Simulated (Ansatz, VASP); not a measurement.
# One calculation of In2CuO4, two programs

```
In Cu O
1.0
    -1.91911    1.91911    5.68042
     1.91911   -1.91911    5.68042
     1.91911    1.91911   -5.68042
In Cu O
2 1 4
Direct
  0.34623 0.34623 0.00000
  0.65377 0.65377 0.00000
  0.00000 0.00000 0.00000
  0.50000 0.00000 0.50000
  0.00000 0.50000 0.50000
  0.75000 0.25000 0.50000
  0.25000 0.75000 0.50000
```

Alike in both runs: functional PBE; k mesh 7 × 7 × 7; occupations fermi-dirac, width 0.1 eV; no spin polarisation.

Ansatz relaxed the structure, and its values are those at the end. VASP's run is a single point on that final structure, the one shown.

|  | VASP | Ansatz |
| --- | --- | --- |
| version | VASP 6.6.1 | Ansatz 0.2.0 |
| potentials or method | VASP PAW PBE potentials, release 64 (In_d, Cu, O), cutoff 520 eV | PAW plane waves |
| valence electrons in the cell | 61 | 69 |

|  | VASP | Ansatz | Ansatz less VASP |
| --- | --- | --- | --- |
| gap on the k mesh at the Fermi level (eV) | none | none | - |
| pressure (GPa) | 0.5 | 0.0 | -0.48 |
| rms of the force components (eV/Å) | 0.009 | 0.000 | -0.0086 |

A gap of «none» marks a metal or a gap that the smearing closes. VASP's potentials hold 61 valence electrons a cell and Ansatz's 69, so a difference there can come from the potentials and not from the codes.
